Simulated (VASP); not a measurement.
# C (P6_3/mmc) in VASP: a series of runs

The runs below take C through single point, with PBEsol+D3(BJ).

All numbers are computed with VASP 6.6.1; they aren't measurements. Logs are shortened: lines on timing, memory, paths and dates and some standing lists are left out, and cuts for length are marked.

## Step 1: The cell of the first run

The structure is hexagonal, space group P6_3/mmc (No. 194). The conventional cell has a = 2.517 Å, b = 2.517 Å, c = 5.973 Å, α = 90.00°, β = 90.00°, γ = 120.00°. Within 1.9 Å of C (site symmetry -6m2) lie 3 C at 1.45 Å. C (site symmetry -6m2) has 3 C at 1.45 Å within 1.9 Å.

## Step 2: Single point, PBEsol+D3(BJ) (8.19 Å³/atom)

File INCAR:

```
PREC = Accurate ; ENCUT = 520
EDIFF = 1E-6 ; ISMEAR = 0
SIGMA = 0.15 ; LREAL = False
LASPH = True ; NELM = 100
ALGO = Normal ; ISIF = 2
LWAVE = False ; LCHARG = False
GGA = PS ; IVDW = 12
NBANDS = 16
```

File KPOINTS:

```
regular mesh
0
Gamma
  21 21 8
```

File POSCAR:

```
C
1.0
    2.5171859227      0.0000000000      0.0000000000
   -1.2585929614      2.1799469551      0.0000000000
    0.0000000000      0.0000000000      5.9730304760
C
4
Direct
    0.0000000000      0.0000000000      0.0025000000
    0.0000000000      0.0000000000      0.5025000000
    0.3333333333      0.6666666667      0.0025000000
    0.6666666667      0.3333333333      0.5025000000
```

Potentials or basis: VASP PAW PBE potentials, release 64 (C).

Started as:

```sh
> cat potpaw_PBE.64/C/POTCAR > POTCAR
> mpirun -np 1 vasp_std > vasp.out
```

OUTCAR:

```text
PREC = Accurate
   ENCUT = 520
   EDIFF = 1E-6
   ISMEAR = 0
   LREAL = False
   LASPH = True
   NELM = 100
   ISIF = 2
   GGA = PS
   IVDW = 12
 IVDW          = 12

 ion  position               nearest neighbor table
   1  0.000  0.000  0.002-   3 1.45   3 1.45   3 1.45
   2  0.000  0.000  0.502-   4 1.45   4 1.45   4 1.45
   3  0.333  0.667  0.002-   1 1.45   1 1.45   1 1.45
   4  0.667  0.333  0.502-   2 1.45   2 1.45   2 1.45

  LATTYP: Found a hexagonal cell.
 ALAT       =     2.5171859227
 C/A-ratio  =     2.3729000000

  Lattice vectors:

 A1 = (   2.5171859227,   0.0000000000,   0.0000000000)
 A2 = (  -1.2585929614,   2.1799469551,   0.0000000000)
 A3 = (   0.0000000000,   0.0000000000,   5.9730304760)

Analysis of symmetry for initial positions (statically):
=====================================================================
 Subroutine PRICEL returns:
 Original cell was already a primitive cell.

 Routine SETGRP: Setting up the symmetry group for a
 hexagonal supercell.

 Subroutine GETGRP returns: Found 24 space group operations
 (whereof  6 operations were pure point group operations)
 out of a pool of 24 trial point group operations.

The static configuration has the point symmetry C_3v.
 The point group associated with its full space group is D_6h.

Analysis of symmetry for dynamics (positions and initial velocities):
=====================================================================
 Subroutine PRICEL returns:
 Original cell was already a primitive cell.

 Routine SETGRP: Setting up the symmetry group for a
 hexagonal supercell.

 Subroutine GETGRP returns: Found 24 space group operations
 (whereof  6 operations were pure point group operations)
 out of a pool of 24 trial point group operations.

The dynamic configuration has the point symmetry C_3v.
 The point group associated with its full space group is D_6h.

 Subroutine INISYM returns: Found 24 space group operations
 (whereof  6 operations are pure point group operations),
 and found     1 'primitive' translations

----------------------------------------------------------------------------------------

                                     Primitive cell

  volume of cell :      32.7760

  direct lattice vectors                    reciprocal lattice vectors
     2.517185923  0.000000000  0.000000000     0.397269026  0.229363379  0.000000000
    -1.258592961  2.179946955  0.000000000     0.000000000  0.458726758  0.000000000
     0.000000000  0.000000000  5.973030476     0.000000000  0.000000000  0.167419203

  length of vectors
     2.517185923  2.517185923  5.973030476     0.458726758  0.458726758  0.167419203

  position of ions in fractional coordinates (direct lattice)
     0.000000000  0.000000000  0.002500000
     0.000000000  0.000000000  0.502500000
     0.333333333  0.666666667  0.002500000
     0.666666667  0.333333333  0.502500000

  ion indices of the primitive-cell ions
   primitive index   ion index
                 1           1
                 2           2
                 3           3
                 4           4

----------------------------------------------------------------------------------------

 KPOINTS: regular mesh

Automatic generation of k-mesh.
 Grid dimensions read from file:
 generate k-points for:   21   21    8

 Generating k-lattice:

  Cartesian coordinates                     Fractional coordinates (reciprocal lattice)
     0.018917573  0.010922066  0.000000000     0.047619048 -0.000000000  0.000000000
     0.000000000  0.021844131  0.000000000     0.000000000  0.047619048  0.000000000
     0.000000000  0.000000000  0.020927400     0.000000000  0.000000000  0.125000000

  Length of vectors
     0.021844131  0.021844131  0.020927400

  Shift w.r.t. Gamma in fractional coordinates (k-lattice)
     0.000000000  0.000000000  0.000000000

 Subroutine IBZKPT returns following result:
 ===========================================

 Found    240 irreducible k-points:

 Following reciprocal coordinates:
            Coordinates               Weight
  0.000000  0.000000  0.000000      1.000000
  0.047619 -0.000000  0.000000      6.000000
  0.095238 -0.000000  0.000000      6.000000
  0.142857 -0.000000  0.000000      6.000000
  0.190476 -0.000000  0.000000      6.000000
  0.238095 -0.000000  0.000000      6.000000
[... 16 lines left out ...]
  0.142857  0.095238  0.000000     12.000000
  0.190476  0.095238  0.000000     12.000000
 [... further k-points ...]
   k-points           NKPTS =    240   k-points in BZ     NKDIM =    240   number of bands    NBANDS=     16
   number of dos      NEDOS =    301   number of ions     NIONS =      4
   total plane-waves  NPLWV =  19200
   dimension x,y,z NGX =    20 NGY =   20 NGZ =   48
   dimension x,y,z NGXF=    40 NGYF=   40 NGZF=   96
   ions per type =               4
   NGX,Y,Z   is equivalent  to a cutoff of  13.21, 13.21, 13.36 a.u.
   NGXF,Y,Z  is equivalent  to a cutoff of  26.42, 26.42, 26.72 a.u.
[... 37 lines left out ...]
   AEXX    =    0.0000 exact exchange contribution
   IVDW    =    12    specifies the selected vdW correction
   LEPSILON=     F    determine dielectric tensor
   LRPA    =     F    only Hartree local field effects (RPA)
 non-spin polarized calculation
 Gauss-broadening in eV      SIGMA  =   0.15
  energy-cutoff  :      520.00
  volume of cell :       32.78
 maximum number of plane-waves:       904
 NGX is ok and might be reduce to    20
   NGX =  9   NGY =  9   NGZ = 23

 number of electron      16.0000000 magnetization

 Free energy of the ion-electron system (eV)
  ---------------------------------------------------
  ext. energy  EPLUGINS =         0.00000000
  ---------------------------------------------------
  free energy    TOTEN  =       -38.32909711 eV

  energy without entropy =      -38.32826531  energy(sigma->0) =      -38.32868121

 E-fermi :   5.2426     XC(G=0): -11.2062

 val. band max:        5.2399543046   @ k =   0.3333   0.3333   0.2500
 cond. band min:       5.2456439645   @ k =   0.3333   0.3333   0.5000
 fundamental gap:      0.0056896599
 Fermi energy:         5.2426336301

 k-point     1 :       0.0000    0.0000    0.0000
  band No.  band energies     occupation
      1     -14.0273      2.00000
      2     -13.2957      2.00000
      3      -3.4970      2.00000
      4       0.0423      2.00000
      5       2.2944      2.00000
      6       2.2944      2.00000
[... 8 lines left out ...]
     15      16.3113      0.00000
     16      16.3138      0.00000

 k-point     2 :       0.0476   -0.0000    0.0000
  band No.  band energies     occupation
      1     -13.9745      2.00000
      2     -13.2450      2.00000
      3      -3.4335      2.00000
      4       0.0988      2.00000
      5       2.0700      2.00000
      6       2.1512      2.00000
[... 8 lines left out ...]
     15      16.1475      0.00000
     16      16.4166      0.00000

 k-point     3 :       0.0952   -0.0000    0.0000
  band No.  band energies     occupation
      1     -13.8165      2.00000
      2     -13.0929      2.00000
      3      -3.2435      2.00000
      4       0.2673      2.00000
      5       1.4459      2.00000
      6       1.5660      2.00000
[... 8 lines left out ...]
     15      15.6756      0.00000
     16      16.7440      0.00000

 k-point     4 :       0.1429   -0.0000    0.0000
  band No.  band energies     occupation
      1     -13.5537      2.00000
      2     -12.8400      2.00000
      3      -2.9280      2.00000
      4       0.5279      2.00000
      5       0.5453      2.00000
      6       0.6963      2.00000
[... 8 lines left out ...]
     15      15.1198      0.00000
     16      17.2894      0.00000
[... 324 lines left out ...]
 k-point    22 :       0.0952    0.0952    0.0000
  band No.  band energies     occupation
      1     -13.3965      2.00000
      2     -12.6887      2.00000
      3      -2.7395      2.00000
      4       0.2116      2.00000
      5       0.3223      2.00000
      6       0.7107      2.00000
[... 8 lines left out ...]
     15      15.0099      0.00000
     16      17.9072      0.00000

 k-point    23 :       0.1429    0.0952    0.0000
  band No.  band energies     occupation
      1     -13.0308      2.00000
      2     -12.3369      2.00000
      3      -2.3021      2.00000
      4      -0.7273      2.00000
      5      -0.5683      2.00000
      6       0.4648      2.00000
[... 8 lines left out ...]
     15      15.7160      0.00000
     16      18.9212      0.00000

 k-point    24 :       0.1905    0.0952    0.0000
  band No.  band energies     occupation
      1     -12.5632      2.00000
      2     -11.8871      2.00000
      3      -1.8235      2.00000
      4      -1.7457      2.00000
      5      -1.5936      2.00000
      6      -0.1063      2.00000
[... 8 lines left out ...]
     15      16.7702      0.00000
     16      19.5119      0.00000

 [... further k-points ...]

------------------------ aborting loop because EDIFF is reached ----------------------------------------

 Edisp (eV)   -0.48528

 E8    (eV) :    -0.2357

  FORCE on cell =-STRESS in cart. coord.  units (eV):
  Direction    XX          YY          ZZ          XY          YZ          ZX
  --------------------------------------------------------------------------------------
  -------------------------------------------------------------------------------------
  Total      -6.28641    -6.28641     1.24151     0.00000    -0.00000     0.00000
  in kB    -307.29653  -307.29653    60.68836     0.00000    -0.00000     0.00000
  external pressure =     -184.63 kB  Pullay stress =        0.00 kB

 VOLUME and BASIS-vectors are now :
 -----------------------------------------------------------------------------
  energy-cutoff  :      520.00
  volume of cell :       32.78
      direct lattice vectors                 reciprocal lattice vectors
     2.517185923  0.000000000  0.000000000     0.397269026  0.229363379  0.000000000
    -1.258592961  2.179946955  0.000000000     0.000000000  0.458726758  0.000000000
     0.000000000  0.000000000  5.973030476     0.000000000  0.000000000  0.167419203

 POSITION                                       TOTAL-FORCE (eV/Angst)
 -----------------------------------------------------------------------------------
      0.00000      0.00000      0.01493         0.000000     -0.000000     -0.000000
      0.00000      0.00000      3.00145        -0.000000      0.000000     -0.000000
     -0.00000      1.45330      0.01493         0.000000      0.000000     -0.000000
      1.25859      0.72665      3.00145        -0.000000      0.000000      0.000000
 -----------------------------------------------------------------------------------
    total drift:                               -0.000000     -0.000000      0.000016

  FREE ENERGIE OF THE ION-ELECTRON SYSTEM (eV)
  ---------------------------------------------------
  free  energy   TOTEN  =       -38.8143730163 eV

  energy  without entropy=      -38.8135412180  energy(sigma->0) =      -38.81395712
```

Wall time 2.1 min (1 thread of AMD EPYC 7R13, shared host); peak memory 0.19 GiB.

Results:

| Property | Result |
| --- | --- |
| Free energy | -38.8144 eV |
| Pressure | -18.5 GPa |
| Band gap on the k mesh | zero (bands 8 and 9 overlap by 0.11 eV) |
| Dispersion energy per atom | -0.121 eV |

Levels at points of the mesh, in eV from the Fermi level:
```csv
k point,band 6,band 7,band 8,band 9,band 10,band 11
"(0.00, 0.00, 0.00)",-2.95,-2.88,-2.88,5.64,7.92,7.92
"(0.00, 0.00, 0.50)",-2.92,-2.92,-2.92,7.99,7.99,7.99
```

Caveat: the cell stands under tension; the PAW data sets were made with another functional, which shifts forces and pressure a little.

## Step 3: Single point, PBEsol+D3(BJ) (8.19 Å³/atom)

File INCAR:

```
SYSTEM = C
PREC = Accurate ; ENCUT = 520
EDIFF = 1E-7 ; ISMEAR = 0
SIGMA = 0.15 ; LREAL = .FALSE.
LASPH = .TRUE. ; NELM = 60
ALGO = Normal ; ISIF = 2
LWAVE = .FALSE. ; LCHARG = .TRUE.
GGA = PS ; IVDW = 12
LELF = .TRUE. ; LVHAR = .TRUE.
NBANDS = 16
```

File KPOINTS:

```
regular mesh
0
G
  21 21 8
  0 0 0
```

File POSCAR:

```
C
1.0
    2.4770248497      0.0000000000      0.0000000000
   -1.2385124249      2.1451664457      0.0000000000
    0.0000000000      0.0000000000      6.1682872808
C
4
Direct
    0.0000000000      0.0000000000      0.0025000000
    0.0000000000      0.0000000000      0.5025000000
    0.3333333333      0.6666666667      0.0025000000
    0.6666666667      0.3333333333      0.5025000000
```

Potentials or basis: VASP PAW PBE potentials, release 64 (C).

Started as:

```sh
> cat potpaw_PBE.64/C/POTCAR > POTCAR
> mpirun -np 1 vasp_std > vasp.out
```

Run time: 2.1 min. Hardware: 1 thread of AMD EPYC 7R13, shared host; peak memory 0.19 GiB.

Results (log left out):

* Free energy: -38.9787 eV
* Pressure: -5.3 GPa
* Band gap on the k mesh: zero (bands 8 and 9 overlap by 0.08 eV)
* Dispersion energy per atom: -0.119 eV

Stress tensor (GPa, compression positive):
```
-9.65  0.00  0.00
 0.00 -9.65  0.00
 0.00  0.00  3.37
```

Levels at points of the mesh, in eV from the Fermi level:
```tsv
k point	band 4	band 5	band 6	band 7	band 8	band 9	band 10	band 11	band 12	band 13
(0.00, 0.00, 0.00)	-5.83	-2.94	-2.94	-2.90	-2.90	4.99	8.23	8.23	8.33	8.33
(0.00, 0.00, 0.50)	-7.53	-2.92	-2.92	-2.92	-2.92	8.28	8.28	8.28	8.28	8.40
```

Caveat: the cell stands under tension; the PAW data sets were made with another functional, which shifts forces and pressure a little.

## Step 4: Single point, PBEsol+D3(BJ) (8.19 Å³/atom)

File INCAR:

```
SYSTEM = C
ALGO = Normal
EDIFF = 1E-6
ENCUT = 520
GGA = PS
ISIF = 2
ISMEAR = 0
IVDW = 12
LASPH = .TRUE.
LCHARG = .TRUE.
LELF = .TRUE.
LREAL = .FALSE.
LVHAR = .TRUE.
LWAVE = .FALSE.
NBANDS = 16
NELM = 80
PREC = Accurate
SIGMA = 0.15
```

File KPOINTS:

```
k-points
0
G
  21 21 8
  0 0 0
```

File POSCAR:

```
C
1.0
    2.3986678739      0.0000000000      0.0000000000
   -1.1993339370      2.0773073140      0.0000000000
    0.0000000000      0.0000000000      6.5778669106
C
4
Direct
    0.0000000000      0.0000000000      0.0025000000
    0.0000000000      0.0000000000      0.5025000000
    0.3333333333      0.6666666667      0.0025000000
    0.6666666667      0.3333333333      0.5025000000
```

Started as:

```sh
> cat potpaw_PBE.64/C/POTCAR > POTCAR
> mpirun -np 1 vasp_std > vasp.out
```

It took 2 min on 1 thread of AMD EPYC 7R13, shared host; peak memory 0.19 GiB.

It converged, with:

| Quantity | Value |
| --- | --- |
| Free energy | -38.8173 eV |
| Pressure | 25.4 GPa |
| Band gap on the k mesh | zero (bands 8 and 9 overlap by 0.04 eV) |
| Dispersion energy per atom | -0.111 eV |

Stress tensor (GPa, compression positive):
```
38.17  0.00  0.00
 0.00 38.17  0.00
 0.00  0.00 -0.21
```

Levels at points of the mesh, in eV from the Fermi level:
| k point | band 4 | band 5 | band 6 | band 7 | band 8 | band 9 | band 10 | band 11 | band 12 | band 13 |
| --- | --- | --- | --- | --- | --- | --- | --- | --- | --- | --- |
| (0.00, 0.00, 0.00) | -7.03 | -2.92 | -2.92 | -2.90 | -2.90 | 3.90 | 8.87 | 8.87 | 8.92 | 8.92 |
| (0.00, 0.00, 0.50) | -8.23 | -2.91 | -2.91 | -2.91 | -2.91 | 6.71 | 6.71 | 8.89 | 8.89 | 8.89 |

Caveat: the cell stands under pressure; the PAW data sets were made with another functional, which shifts forces and pressure a little.

## Step 5: Single point, PBEsol+D3(BJ) (8.19 Å³/atom)

File INCAR:

```
SYSTEM = C
PREC = Accurate ; ENCUT = 520
EDIFF = 1E-6 ; ISMEAR = 0
SIGMA = 0.15 ; LREAL = .FALSE.
LASPH = .TRUE. ; NELM = 60
ALGO = Normal ; ISIF = 2
LWAVE = .FALSE. ; LCHARG = .TRUE.
GGA = PS ; IVDW = 12
LELF = .TRUE. ; LVHAR = .TRUE.
NBANDS = 16
```

File KPOINTS:

```
Automatic mesh
0
G
  21 21 8
  0 0 0
```

File POSCAR:

```
C
1.0
    2.3604142998      0.0000000000      0.0000000000
   -1.1802071499      2.0441787470      0.0000000000
    0.0000000000      0.0000000000      6.7928002718
C
4
Direct
    0.0000000000      0.0000000000      0.0025000000
    0.0000000000      0.0000000000      0.5025000000
    0.3333333333      0.6666666667      0.0025000000
    0.6666666667      0.3333333333      0.5025000000
```

Started as:

```sh
> cat potpaw_PBE.64/C/POTCAR > POTCAR
> mpirun -np 1 vasp_std > vasp.out
```

Wall time 2.3 min (1 thread of AMD EPYC 7R13, shared host); peak memory 0.19 GiB.

The run converged. Its results:

```yaml
Free_energy: -38.4766 eV
Pressure: 42.3 GPa
Band_gap_on_the_k_mesh: zero (bands 8 and 9 overlap by 0.02 eV)
Dispersion_energy_per_atom: -0.104 eV
```

Stress tensor (GPa, compression positive):
```
64.10  0.00  0.00
 0.00 64.10  0.00
 0.00  0.00 -1.20
```

Levels at points of the mesh, in eV from the Fermi level:
```csv
k point,band 4,band 5,band 6,band 7,band 8,band 9,band 10,band 11,band 12,band 13
"(0.00, 0.00, 0.00)",-7.60,-2.90,-2.90,-2.88,-2.88,3.44,9.20,9.20,9.24,9.24
"(0.00, 0.00, 0.50)",-8.58,-2.89,-2.89,-2.89,-2.89,5.98,5.98,9.22,9.22,9.22
```

Caveat: the cell stands under pressure; the PAW data sets were made with another functional, which shifts forces and pressure a little.

## Step 6: Single point, PBEsol+D3(BJ) (8.19 Å³/atom)

File INCAR:

```
SYSTEM = C
PREC     = Accurate       ! precision mode
ENCUT    = 520            ! plane-wave cutoff, eV
EDIFF    = 1E-6           ! SCF threshold, eV
ISMEAR   = 0              ! smearing method
SIGMA    = 0.15           ! smearing width, eV
LREAL    = .False.        ! projectors in reciprocal space
LASPH    = .True.         ! aspherical terms in the spheres
NELM     = 100            ! most SCF steps
ALGO     = Normal         ! electronic algorithm
ISIF     = 2              ! what is computed and relaxed
LWAVE    = .False.        ! write WAVECAR
LCHARG   = .True.         ! write CHGCAR
GGA      = PS             ! functional
IVDW     = 12             ! dispersion correction
LELF     = .True.         ! ELF
LVHAR    = .True.       
NBANDS   = 16             ! bands
```

File KPOINTS:

```
Automatic mesh
0
Gamma
  21 21 8
  0 0 0
```

File POSCAR:

```
C
1.0
    2.3227695572      0.0000000000      0.0000000000
   -1.1613847786      2.0115774437      0.0000000000
    0.0000000000      0.0000000000      7.0147640628
C
4
Direct
    0.0000000000      0.0000000000      0.0025000000
    0.0000000000      0.0000000000      0.5025000000
    0.3333333333      0.6666666667      0.0025000000
    0.6666666667      0.3333333333      0.5025000000
```

Potentials or basis: VASP PAW PBE potentials, release 64 (C).

Started as:

```sh
> cat potpaw_PBE.64/C/POTCAR > POTCAR
> mpirun -np 1 vasp_std > vasp.out
```

Run time: 2.2 min. Hardware: 1 thread of AMD EPYC 7R13, shared host; peak memory 0.19 GiB.

The run converged. Its results:

```
Free energy                : -37.9589 eV
Pressure                   : 59.6 GPa
Band gap on the k mesh     : zero (bands 8 and 9 overlap by 0.01 eV)
Dispersion energy per atom : -0.097 eV
```

Stress tensor (GPa, compression positive):
```
90.31  0.00  0.00
 0.00 90.31  0.00
 0.00  0.00 -1.85
```

Levels at points of the mesh, in eV from the Fermi level:
| k point | band 6 | band 7 | band 8 | band 9 | band 10 | band 11 |
| --- | --- | --- | --- | --- | --- | --- |
| (0.00, 0.00, 0.00) | -2.86 | -2.85 | -2.85 | 3.02 | 8.68 | 9.55 |
| (0.00, 0.00, 0.50) | -2.86 | -2.86 | -2.86 | 5.32 | 5.32 | 9.56 |

Caveat: the cell stands under pressure; the PAW data sets were made with another functional, which shifts forces and pressure a little.

## Step 7: Summary

```tsv
cell	gap on the mesh (eV)	pressure (GPa)
a = 2.517, b = 2.517, c = 5.973 Å, angles 90.0, 90.0, 120.0°, 4 atoms	none	-18.5
a = 2.477, b = 2.477, c = 6.168 Å, angles 90.0, 90.0, 120.0°, 4 atoms	none	-5.3
a = 2.399, b = 2.399, c = 6.578 Å, angles 90.0, 90.0, 120.0°, 4 atoms	none	25.4
a = 2.360, b = 2.360, c = 6.793 Å, angles 90.0, 90.0, 120.0°, 4 atoms	none	42.3
a = 2.323, b = 2.323, c = 7.015 Å, angles 90.0, 90.0, 120.0°, 4 atoms	none	59.6
```

Alike in all rows: task single point; level PBEsol+D3(BJ); potentials or basis VASP PAW PBE potentials, release 64 (C); no spin polarisation; k mesh 21 × 21 × 8; cutoff (eV) 520; smearing gaussian 0.15 eV.

Caveats: the PAW data sets were made with another functional, which shifts forces and pressure a little; the cell stands under pressure (at least some runs); the cell stands under tension (at least some runs).

Absolute energies hang on the potentials; compare differences alone.
